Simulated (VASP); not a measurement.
Write the native input for VASP 6.6.1 that does the following.

```yaml
Task: single point
Functional: LDA
Potentials_or_basis: VASP PAW LDA potentials, release 64 (Nb_sv, As_d)
Cutoff: 520 eV
k_mesh: 2 × 2 × 2
Occupations: fermi-dirac, width 0.025 eV
Spin: no spin polarisation
Dipole_correction: no
Further_INCAR_settings: ALGO = Normal; EDIFF = 1e-06; NBANDS = 36
```

The structure of NbAs lies in POSCAR:

```
NbAs
1.0
   -1.7258500000      1.7258500000      5.8400000000
    1.7258500000     -1.7258500000      5.8400000000
    1.7258500000      1.7258500000     -5.8400000000
Nb As
2 2
Direct
    0.7500000000      0.7500000000      0.0000000000
    0.5000000000      0.0000000000      0.5000000000
    0.1660000000      0.1660000000      0.0000000000
    0.9160000000      0.4160000000      0.5000000000
```

The input as run:

INCAR

```
  PREC = Accurate
  ENCUT = 520
  EDIFF = 1E-6
  ISMEAR = -1
  SIGMA = 0.025
  LREAL = F
  LASPH = T
  NELM = 120
  ALGO = Normal
  ISIF = 2
  LWAVE = F
  LCHARG = F
  GGA = CA
  NBANDS = 36
  GGA_COMPAT = F
```

KPOINTS

```
Automatic mesh
0
Gamma
  2 2 2
```

Potentials or basis: VASP PAW LDA potentials, release 64 (Nb_sv, As_d).

Run with:

```console
$ cat potpaw_LDA.64/Nb_sv/POTCAR potpaw_LDA.64/As_d/POTCAR > POTCAR
$ mpirun -np 1 vasp_std > vasp.out
```

It gave:

```yaml
Pressure: -2.0 GPa
Largest_force: 0.061 eV/Å
Band_gap_on_the_k_mesh: 0.03 eV
```

Caveat: the k points lie up to 0.95 Å⁻¹ apart, too coarse for converged energies, forces and pressures; semilocal functionals underestimate gaps, and a narrow one can read as zero.

It took 23 s on 1 thread of AMD EPYC 7R13 Processor (Zen 3), with other jobs on the host, peak memory 0.2 GiB.
